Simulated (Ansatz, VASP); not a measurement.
## Mg3Be in VASP and in Ansatz

```
Mg Be
1.0
     0.00000    3.19077    3.19077
     3.19077    0.00000    3.19077
     3.19077    3.19077    0.00000
Mg Be
3 1
Direct
  0.75000 0.75000 0.75000
  0.25000 0.25000 0.25000
  0.00000 0.00000 0.00000
  0.50000 0.50000 0.50000
```

Alike in both runs: task relaxation of cell and atoms; functional PBE; k mesh 6 × 6 × 6; occupations gaussian, width 0.1 eV; no spin polarisation.

```csv
,VASP,Ansatz
version,VASP 6.6.1,Ansatz 0.2.0
potentials or method,"VASP PAW PBE potentials, release 64 (Mg, Be), cutoff 600 eV","scalar-relativistic, plane waves, PAW"
valence electrons in the cell,8,32
```

Ansatz gave:

| Quantity | Value |
| --- | --- |
| gap on the k mesh at the Fermi level, each at its own relaxed structure (eV) | none |
| relaxed volume (Å³/atom) | 18.58 |
| relaxed length of the cell vector where the two differ most in proportion (Å) | 4.720 |

Which values does VASP return?

gap on the k mesh at the Fermi level, each at its own relaxed structure (eV): none; relaxed volume (Å³/atom): 18.55; relaxed length of the cell vector where the two differ most in proportion (Å): 4.717.

A gap of «none» marks a metal or a gap that the smearing closes. VASP's potentials hold 8 valence electrons a cell and Ansatz's 32, so a difference there can come from the potentials and not from the codes.
